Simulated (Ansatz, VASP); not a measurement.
Two plane-wave programs on Be

```
Be
1.0
     2.41071    0.00000    0.00000
     0.00000    2.33942    0.00000
     0.00000    0.00000    2.79162
Be
2
Direct
  0.00000 0.00000 0.24999
  0.50000 0.50000 0.75001
```

Alike in both runs: functional PBE; k mesh 8 × 6 × 6; occupations gaussian, width 0.1 eV; no spin polarisation.

Ansatz relaxed the structure, and its values are those at the end. VASP's run is a single point on that final structure, the one shown.

|  | VASP | Ansatz |
| --- | --- | --- |
| version | VASP 6.6.1 | Ansatz 0.2.0 |
| potentials or method | VASP PAW PBE potentials, release 64 (Be), cutoff 520 eV | scalar-relativistic, plane waves, PAW |
| valence electrons in the cell | 4 | 4 |

```tsv
	VASP	Ansatz	Ansatz less VASP
gap on the k mesh at the Fermi level (eV)	none	none	-
pressure (GPa)	0.2	0.0	-0.15
```

A gap of «none» marks a metal or a gap that the smearing closes.

The k mesh is coarse, so the values compare programs but aren't converged.
